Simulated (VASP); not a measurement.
# FeSi (P2_13) in VASP: single point with PBE

Aim: the single point of FeSi with PBE.

Program: VASP 6.6.1. These are calculated values, not measurements. Logs are shortened: lines on timing, memory, paths and dates and some standing lists are left out, and cuts for length are marked.

### Step 1. The cell of the first run

The structure is cubic, space group P2_13 (No. 198). The conventional cell has a = 4.448 Å, b = 4.448 Å, c = 4.448 Å, α = 90.00°, β = 90.00°, γ = 90.00°. Fe (site symmetry 3) has 7 Si at 2.27 to 2.50 Å and 6 Fe at 2.73 Å within 3.0 Å. Si (site symmetry 3) has 7 Fe at 2.27 to 2.50 Å and 6 Si at 2.76 Å within 3.0 Å.

### Step 2. Single point, PBE

Contents of POSCAR:

```
FeSi
1.0
    4.4480342307      0.0000000000      0.0000000000
    0.0000000000      4.4480342307      0.0000000000
    0.0000000000      0.0000000000      4.4480342307
Fe Si
4 4
Direct
    0.1359940311      0.1359940311      0.1359940311
    0.3640059689      0.8640059689      0.6359940311
    0.6359940311      0.3640059689      0.8640059689
    0.8640059689      0.6359940311      0.3640059689
    0.8407200319      0.8407200319      0.8407200319
    0.6592799681      0.1592799681      0.3407200319
    0.3407200319      0.6592799681      0.1592799681
    0.1592799681      0.3407200319      0.6592799681
```

Contents of INCAR.step1:

```
SYSTEM = FeSi
PREC = Accurate
ENCUT = 520
EDIFF = 1E-6
ISMEAR = 0
SIGMA = 0.01
LREAL = .False.
LASPH = .True.
NELM = 60
ALGO = Normal
ISIF = 2
LWAVE = .False.
LCHARG = .True.
LMAXMIX = 4
GGA = PE
NBANDS = 34
```

Contents of KPOINTS.step1:

```
Automatic mesh
0
Gamma
  8 8 8
  0 0 0
```

Contents of INCAR.step2:

```
SYSTEM = FeSi
PREC = Accurate
ENCUT = 520
EDIFF = 1E-6
ISMEAR = -5
SIGMA = 0.01
LREAL = .False.
LASPH = .True.
NELM = 60
ALGO = Normal
ISIF = 2
LWAVE = .False.
LCHARG = .False.
LMAXMIX = 4
GGA = PE
LORBIT = 11
NBANDS = 34
NEDOS = 1001
ICHARG = 11
```

Contents of KPOINTS.step2:

```
Automatic mesh
0
Gamma
  12 12 12
  0 0 0
```

Potentials or basis: VASP PAW PBE potentials, release 64 (Fe, Si).

Run with:

```bash
$ cat potpaw_PBE.64/Fe/POTCAR potpaw_PBE.64/Si/POTCAR > POTCAR
$ cp INCAR.step1 INCAR
$ cp KPOINTS.step1 KPOINTS
$ mpirun -np 1 vasp_std > vasp.out
$ cp INCAR.step2 INCAR
$ cp KPOINTS.step2 KPOINTS
$ mpirun -np 1 vasp_std > vasp.out
```

OUTCAR:

```text
SYSTEM = FeSi
   PREC = Accurate
   ENCUT = 520
   EDIFF = 1E-6
   ISMEAR = -5
   LREAL = .False.
   LASPH = .True.
   NELM = 60
   ISIF = 2
   GGA = PE
   LORBIT = 11
   ICHARG = 11

 ion  position               nearest neighbor table
   1  0.136  0.136  0.136-   5 2.27   6 2.31   7 2.31   8 2.31   7 2.50   8 2.50   6 2.50   3 2.73
                             4 2.73   2 2.73   2 2.73   4 2.73   3 2.73
   2  0.364  0.864  0.636-   6 2.27   5 2.31   7 2.31   8 2.31   7 2.50   8 2.50   5 2.50   1 2.73
                             1 2.73   3 2.73   3 2.73   4 2.73   4 2.73
   3  0.636  0.364  0.864-   7 2.27   6 2.31   5 2.31   8 2.31   8 2.50   6 2.50   5 2.50   1 2.73
                             4 2.73   2 2.73   2 2.73   4 2.73   1 2.73
   4  0.864  0.636  0.364-   8 2.27   6 2.31   7 2.31   5 2.31   6 2.50   5 2.50   7 2.50   1 2.73
                             3 2.73   2 2.73   1 2.73   2 2.73   3 2.73
   5  0.841  0.841  0.841-   1 2.27   2 2.31   3 2.31   4 2.31   3 2.50   4 2.50   2 2.50   6 2.76
                             7 2.76   8 2.76   6 2.76   8 2.76   7 2.76
   6  0.659  0.159  0.341-   2 2.27   1 2.31   3 2.31   4 2.31   3 2.50   4 2.50   1 2.50   8 2.76
                             5 2.76   5 2.76   7 2.76   7 2.76   8 2.76
   7  0.341  0.659  0.159-   3 2.27   2 2.31   1 2.31   4 2.31   4 2.50   2 2.50   1 2.50   8 2.76
                             5 2.76   8 2.76   6 2.76   6 2.76   5 2.76
   8  0.159  0.341  0.659-   4 2.27   2 2.31   3 2.31   1 2.31   2 2.50   1 2.50   3 2.50   7 2.76
                             5 2.76   7 2.76   5 2.76   6 2.76   6 2.76

  LATTYP: Found a simple cubic cell.
 ALAT       =     4.4480342307

  Lattice vectors:

 A1 = (   4.4480342307,   0.0000000000,   0.0000000000)
 A2 = (   0.0000000000,   4.4480342307,   0.0000000000)
 A3 = (   0.0000000000,   0.0000000000,   4.4480342307)

Analysis of symmetry for initial positions (statically):
=====================================================================
 Subroutine PRICEL returns:
 Original cell was already a primitive cell.

 Routine SETGRP: Setting up the symmetry group for a
 simple cubic supercell.

 Subroutine GETGRP returns: Found 12 space group operations
 (whereof  3 operations were pure point group operations)
 out of a pool of 48 trial point group operations.

The static configuration has the point symmetry C_3 .
 The point group associated with its full space group is T   .

Analysis of symmetry for dynamics (positions and initial velocities):
=====================================================================
 Subroutine PRICEL returns:
 Original cell was already a primitive cell.

 Routine SETGRP: Setting up the symmetry group for a
 simple cubic supercell.

 Subroutine GETGRP returns: Found 12 space group operations
 (whereof  3 operations were pure point group operations)
 out of a pool of 48 trial point group operations.

The dynamic configuration has the point symmetry C_3 .
 The point group associated with its full space group is T   .

 Subroutine INISYM returns: Found 12 space group operations
 (whereof  3 operations are pure point group operations),
 and found     1 'primitive' translations

----------------------------------------------------------------------------------------

                                     Primitive cell

  volume of cell :      88.0044

  direct lattice vectors                    reciprocal lattice vectors
     4.448034231  0.000000000  0.000000000     0.224818414  0.000000000  0.000000000
     0.000000000  4.448034231  0.000000000     0.000000000  0.224818414  0.000000000
     0.000000000  0.000000000  4.448034231     0.000000000  0.000000000  0.224818414

  length of vectors
     4.448034231  4.448034231  4.448034231     0.224818414  0.224818414  0.224818414

  position of ions in fractional coordinates (direct lattice)
     0.135994031  0.135994031  0.135994031
     0.364005969  0.864005969  0.635994031
     0.635994031  0.364005969  0.864005969
     0.864005969  0.635994031  0.364005969
     0.840720032  0.840720032  0.840720032
     0.659279968  0.159279968  0.340720032
     0.340720032  0.659279968  0.159279968
     0.159279968  0.340720032  0.659279968

  ion indices of the primitive-cell ions
   primitive index   ion index
                 1           1
                 2           2
                 3           3
[... 24 lines left out ...]
  Shift w.r.t. Gamma in fractional coordinates (k-lattice)
     0.000000000  0.000000000  0.000000000

 TETIRR: Found   1645 inequivalent tetrahedra from    10368

 Subroutine IBZKPT returns following result:
 ===========================================

 Found    119 irreducible k-points:

 Following reciprocal coordinates:
            Coordinates               Weight
  0.000000  0.000000  0.000000      1.000000
  0.083333  0.000000  0.000000      6.000000
  0.166667  0.000000  0.000000      6.000000
  0.250000  0.000000  0.000000      6.000000
  0.333333  0.000000  0.000000      6.000000
  0.416667  0.000000  0.000000      6.000000
[... 16 lines left out ...]
 -0.166667  0.333333  0.000000     12.000000
  0.416667  0.166667  0.000000     12.000000
 [... further k-points ...]
   k-points           NKPTS =    119   k-points in BZ     NKDIM =    119   number of bands    NBANDS=     34
   number of dos      NEDOS =   1001   number of ions     NIONS =      8
   total plane-waves  NPLWV =  46656
   dimension x,y,z NGX =    36 NGY =   36 NGZ =   36
   dimension x,y,z NGXF=    72 NGYF=   72 NGZF=   72
   ions per type =               4   4
   NGX,Y,Z   is equivalent  to a cutoff of  13.46, 13.46, 13.46 a.u.
   NGXF,Y,Z  is equivalent  to a cutoff of  26.91, 26.91, 26.91 a.u.
 SYSTEM =  FeSi
   PREC   = accura    normal or accurate (medium, high low for compatibility)
   ISTART =      0    job   : 0-new  1-cont  2-samecut
   ICHARG =     11    charge: 1-file 2-atom 10-const
   ISPIN  =      1    spin polarized calculation?
   LNONCOLLINEAR =      F non collinear calculations
   LSORBIT =      F    spin-orbit coupling
   LASPH  =      T    aspherical Exc in radial PAW
   ENCUT  =  520.0 eV  38.22 Ry    6.18 a.u.   8.27  8.27  8.27*2*pi/ulx,y,z
   NELM   =     60;   NELMIN=  2; NELMDL=  0     # of ELM steps
   EDIFF  = 0.1E-05   stopping-criterion for ELM
   LREAL  =      F    real-space projection
   EDIFFG = 0.1E-04   stopping-criterion for IOM
   NSW    =      0    number of steps for IOM
   IBRION =     -1    ionic relax: 0-MD 1-quasi-New 2-CG
   NFREE  =      0    steps in history (QN), initial steepest desc. (CG)
   ISIF   =      2    stress and relaxation
   ISYM   =      2    0-nonsym 1-usesym 2-fastsym
   POTIM  = 0.5000    time-step for ionic-motion
   TEBEG  =    0.0;   TEEND  =   0.0 temperature during run
   PSTRESS=    0.0 pullay stress
   NELECT =      48.0000    total number of electrons
   NUPDOWN=      -1.0000    fix difference up-down
   EMIN   =  10.00;   EMAX   =-10.00  energy-range for DOS
   EFERMI =   0.00;   METHOD = LEGACY
   ISMEAR =    -5;   SIGMA  =   0.01  broadening in eV -4-tet -1-fermi 0-gaus
   EFERMI_NEDOS =   21; number of points for ismear=-14 and -15
   IALGO  =     38    algorithm
   IMIX   =      4    mixing-type and parameters
     AMIX     =   0.40;   BMIX     =  1.00
     AMIX_MAG =   1.60;   BMIX_MAG =  1.00
  volume/ion in A,a.u.               =      11.00        74.24
  Fermi-wavevector in a.u.,A,eV,Ry     =   1.337582  2.527664 24.342536  1.789126
  Thomas-Fermi vector in A             =   2.466120
   LORBIT       =     11    0 simple, 1 ext, 2 COOP (PROOUT), +10 PAW based schemes
   GGA     = PE    functional components
   LHFCALC =     F    Hartree Fock is set to
   AEXX    =    0.0000 exact exchange contribution
   IVDW    =     0    specifies the selected vdW correction
   LEPSILON=     F    determine dielectric tensor
   LRPA    =     F    only Hartree local field effects (RPA)
 non-spin polarized calculation
 Fermi weights with tetrahedron method with Bloechl corrections
  energy-cutoff  :      520.00
  volume of cell :       88.00
 maximum number of plane-waves:      2401
 NGX is ok and might be reduce to    36

 number of electron      48.0000013 magnetization

 Free energy of the ion-electron system (eV)
  ---------------------------------------------------
  ext. energy  EPLUGINS =         0.00000000
  ---------------------------------------------------
  free energy    TOTEN  =       -58.78217932 eV

  energy without entropy =      -58.78217932  energy(sigma->0) =      -58.78217932

 E-fermi :   9.7397     XC(G=0): -12.7990

 val. band max:        9.7284688165   @ k =   0.2500   0.0833   0.0833
 cond. band min:       9.8828208881   @ k =   0.2500   0.2500   0.0000
 fundamental gap:      0.1543520715
 Fermi energy:         9.7396653026

 k-point     1 :       0.0000    0.0000    0.0000
  band No.  band energies     occupation
      1      -3.5183      2.00000
      2       1.8370      2.00000
      3       1.8370      2.00000
      4       1.8370      2.00000
      5       4.6739      2.00000
      6       4.6739      2.00000
[... 877 lines left out ...]
     33      13.9613      0.00000
     34      14.2532      0.00000

 [... further k-points ...]

------------------------ aborting loop because EDIFF is reached ----------------------------------------

  FORCE on cell =-STRESS in cart. coord.  units (eV):
  Direction    XX          YY          ZZ          XY          YZ          ZX
  --------------------------------------------------------------------------------------
  -------------------------------------------------------------------------------------
  Total        0.0926696      0.0926696      0.0926696     -0.0000000      0.0000000      0.0000000
  in kB        1.6871110      1.6871110      1.6871110     -0.0000000      0.0000000      0.0000000
  external PRESSURE =       1.6871110 kB  Pullay stress =       0.0000000 kB

 VOLUME and BASIS-vectors are now :
 -----------------------------------------------------------------------------
  energy-cutoff  :      520.00
  volume of cell :       88.00
      direct lattice vectors                 reciprocal lattice vectors
     4.448034231  0.000000000  0.000000000     0.224818414  0.000000000  0.000000000
     0.000000000  4.448034231  0.000000000     0.000000000  0.224818414  0.000000000
     0.000000000  0.000000000  4.448034231     0.000000000  0.000000000  0.224818414

 POSITION                                       TOTAL-FORCE (eV/Angst)
 -----------------------------------------------------------------------------------
      0.60491      0.60491      0.60491         0.020267      0.020267      0.020267
      1.61911      3.84313      2.82892        -0.020267     -0.020267      0.020267
      2.82892      1.61911      3.84313         0.020267     -0.020267     -0.020267
      3.84313      2.82892      1.61911        -0.020267      0.020267     -0.020267
      3.73955      3.73955      3.73955         0.000983      0.000983      0.000983
      2.93250      0.70848      1.51553        -0.000983     -0.000983      0.000983
      1.51553      2.93250      0.70848         0.000983     -0.000983     -0.000983
      0.70848      1.51553      2.93250        -0.000983      0.000983     -0.000983
 -----------------------------------------------------------------------------------
    total drift:                               -0.000001     -0.000001     -0.000000

  FREE ENERGIE OF THE ION-ELECTRON SYSTEM (eV)
  ---------------------------------------------------
  free  energy   TOTEN  =       -58.7821793226 eV

  energy  without entropy=      -58.7821793226  energy(sigma->0) =      -58.78217932

 total charge

# of ion       s       p       d       tot
------------------------------------------
    1        0.440   0.646   6.569   7.655
    2        0.440   0.646   6.569   7.655
    3        0.440   0.646   6.569   7.655
    4        0.440   0.646   6.569   7.655
    5        0.737   0.899   0.000   1.636
    6        0.737   0.899   0.000   1.636
    7        0.737   0.899   0.000   1.636
    8        0.737   0.899   0.000   1.636
--------------------------------------------------
tot          4.709   6.183  26.275  37.167
```

Wall time 4.8 min (1 thread of Oxide Virtual Turin-like, shared host); peak memory 0.36 GiB.

What came out:

```
Valence electrons inside the program's atomic spheres : Fe 7.66; Si 1.64
```
